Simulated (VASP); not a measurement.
Wanted: the native input for a VASP 6.6.1 run.

```yaml
Task: single point
Functional: r2SCAN
Potentials_or_basis: VASP PAW PBE potentials, release 64 (B, N)
Cutoff: 520 eV
k_mesh: 12 × 12 × 4
Occupations: gaussian, width 0.02 eV
Spin: no spin polarisation
Dipole_correction: no
Further_INCAR_settings: ALGO = Normal; EDIFF = 1e-06; NBANDS = 16
```

The system is BN.

```
CELL_PARAMETERS angstrom
2.50093 0.00000 0.00000
-1.25046 2.16587 0.00000
0.00000 0.00000 6.46181
ATOMIC_POSITIONS crystal
B 0.33333 0.66667 0.25000
B 0.66667 0.33333 0.75000
N 0.33333 0.66667 0.75000
N 0.66667 0.33333 0.25000
```

This cell differs from its parent crystal: strain along c alone, the other axes held: -6.0 %.

One way to write it, as run:

POSCAR

```
BN
1.0
    2.5009264718      0.0000000000      0.0000000000
   -1.2504632359      2.1658658576      0.0000000000
    0.0000000000      0.0000000000      6.4618069365
B N
2 2
Direct
    0.3333333333      0.6666666667      0.2500000000
    0.6666666667      0.3333333333      0.7500000000
    0.3333333333      0.6666666667      0.7500000000
    0.6666666667      0.3333333333      0.2500000000
```

INCAR.step1

```
SYSTEM = BN
ALGO = Normal
EDIFF = 1E-4
ENCUT = 520
GGA = PE
ISMEAR = 0
LASPH = .True.
LCHARG = .False.
LREAL = .False.
LWAVE = .True.
NBANDS = 16
NELM = 100
PREC = Accurate
SIGMA = 0.02
```

INCAR.step2

```
SYSTEM = BN
ALGO = Normal
EDIFF = 1E-6
ENCUT = 520
ISIF = 2
ISMEAR = 0
ISTART = 1
LASPH = .True.
LCHARG = .True.
LELF = .True.
LMIXTAU = .True.
LREAL = .False.
LVHAR = .True.
LWAVE = .False.
METAGGA = R2SCAN
NBANDS = 16
NELM = 100
PREC = Accurate
SIGMA = 0.02
```

KPOINTS

```
k-points
0
Gamma
  12 12 4
  0 0 0
```

Potentials or basis: VASP PAW PBE potentials, release 64 (B, N).

Command:

```sh
$ cat potpaw_PBE.64/B/POTCAR potpaw_PBE.64/N/POTCAR > POTCAR
$ cp INCAR.step1 INCAR
$ mpirun -np 1 vasp_std > vasp.out
$ cp INCAR.step2 INCAR
$ mpirun -np 1 vasp_std > vasp.out
```

Results of the run:

```json
{
  "Pressure": "1.1 GPa",
  "Band gap on the k mesh": "4.82 eV, indirect (least direct gap 5.22 eV)"
}
```

Caveat: the cell differs from its parent crystal (strain along c alone, the other axes held: -6.0 %); the PAW data sets were made with another functional, which shifts forces and pressure a little.

Wall time 83 s on 1 thread of Intel(R) Xeon(R) Platinum 8259CL CPU @ 2.50GHz (Skylake/Cascade Lake) (shared host), peak memory 0.16 GiB.
